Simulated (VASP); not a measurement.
Set up this calculation in VASP 6.6.1, as the native input.

* Task: relaxation of cell and atoms
* Functional: PBE
* Potentials or basis: VASP PAW PBE potentials, release 64 (K_sv)
* Cutoff: 600 eV
* k mesh: 12 × 12 × 12
* Occupations: gaussian, width 0.1 eV
* Spin: no spin polarisation
* Dipole correction: no
* Further INCAR settings: ALGO = Fast; EDIFF = 1e-06; IBRION = 2; EDIFFG = -0.01; NSW = 80; ISIF = 3

The structure of K lies in POSCAR:

```
K
1.0
    0.0000000000      3.3238638383      3.3238638383
    3.3238638383      0.0000000000      3.3238638383
    3.3238638383      3.3238638383      0.0000000000
K
1
Direct
    0.0000000000      0.0000000000      0.0000000000
```

This isn't the form of K at room conditions, which is bcc.

The input as run:

INCAR

```
PREC     = Accurate       # precision mode
ENCUT    = 600            # plane-wave cutoff, eV
EDIFF    = 1E-6           # SCF threshold, eV
ISMEAR   = 0              # smearing method
SIGMA    = 0.1            # smearing width, eV
LREAL    = F              # projectors in reciprocal space
LASPH    = T              # aspherical terms in the spheres
NELM     = 80             # most SCF steps
ALGO     = Fast           # electronic algorithm
ISIF     = 3              # what is computed and relaxed
LWAVE    = F              # write WAVECAR
LCHARG   = F              # write CHGCAR
GGA      = PE             # functional
IBRION   = 2              # ionic algorithm
NSW      = 80             # ionic steps
EDIFFG   = -0.01          # ionic threshold
```

KPOINTS

```
regular mesh
0
Gamma
  12 12 12
```

Potentials or basis: VASP PAW PBE potentials, release 64 (K_sv).

Launch:

```bash
$ cat potpaw_PBE.64/K_sv/POTCAR > POTCAR
$ mpirun -np 1 vasp_std > vasp.out
```

Results of the run:

* Relaxed volume: 73.58 Å³/atom
* Relaxed cell: a = 4.703 Å, b = 4.703 Å, c = 4.703 Å, α = 60.00°, β = 60.00°, γ = 60.00°
* Space group after relaxing (to 0.1 Å): Fm-3m (No. 225)
* Energy gained by relaxing: 0.0 meV/atom
* Ionic steps: 2
* Pressure after relaxing: 0.0 GPa
* Band gap on the k mesh: zero (an odd number of electrons rules out a gap without spin polarisation)

It took 110 s on 1 thread of AMD EPYC 7R13, on a shared host, peak memory 0.23 GiB.
